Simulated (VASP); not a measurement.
A run of VASP 6.6.1 is set up as follows.

File INCAR:

```
SYSTEM = Te2Mo
  PREC = Accurate
  ENCUT = 500
  EDIFF = 1E-7
  ISMEAR = 0
  SIGMA = 0.01
  LREAL = .FALSE.
  LASPH = .TRUE.
  NELM = 120
  ALGO = Normal
  ISIF = 3
  LWAVE = .FALSE.
  LCHARG = .FALSE.
  GGA = PE
  IBRION = 2
  NSW = 80
  EDIFFG = -0.001
  GGA_COMPAT = .FALSE.
  NELMIN = 4
```

KPOINTS

```
Automatic mesh
0
G
  12 12 2
  0 0 0
```

POSCAR

```
Te2Mo
1.0
    3.5569773626      0.0000000000      0.0000000000
   -1.7784886813      3.0804327567      0.0000000000
    0.0000000000      0.0000000000     15.2117623033
Te Mo
4 2
Direct
    0.3333333333      0.6666666667      0.6311544454
    0.6666666667      0.3333333333      0.1311544454
    0.3333333333      0.6666666667      0.8688455546
    0.6666666667      0.3333333333      0.3688455546
    0.3333333333      0.6666666667      0.2500000000
    0.6666666667      0.3333333333      0.7500000000
```

Potentials or basis: VASP PAW PBE potentials, release 64 (Te, Mo_sv).

Command:

```bash
$ cat potpaw_PBE.64/Te/POTCAR potpaw_PBE.64/Mo_sv/POTCAR > POTCAR
$ mpirun -np 1 vasp_std > vasp.out
```

**Question.** Estimate the band gap on the k mesh.

**Answer.** 1.01 eV (least direct gap 1.03 eV).

**Question.** Predict the space group after relaxing (to 0.1 Å).

**Answer.** P6_3/mmc (No. 194).

**Question.** Estimate the relaxed cell.

**Answer.** a = 3.556 Å, b = 3.556 Å, c = 15.317 Å, α = 90.00°, β = 90.00°, γ = 120.00°.

Final structure:
```xyz
6
Lattice="3.5556 0.0000 0.0000 -1.7778 3.0792 0.0000 0.0000 0.0000 15.3173" Properties=species:S:1:pos:R:3 pbc="T T T"
Te    0.0000    2.0528    9.6785
Te    1.7778    1.0264    2.0199
Te    0.0000    2.0528   13.2974
Te    1.7778    1.0264    5.6387
Mo    0.0000    2.0528    3.8293
Mo    1.7778    1.0264   11.4879
```

Caveat: spin-orbit coupling is left out, which moves the levels of the heavy elements. PBE usually gives volumes a little too large and moduli too small.
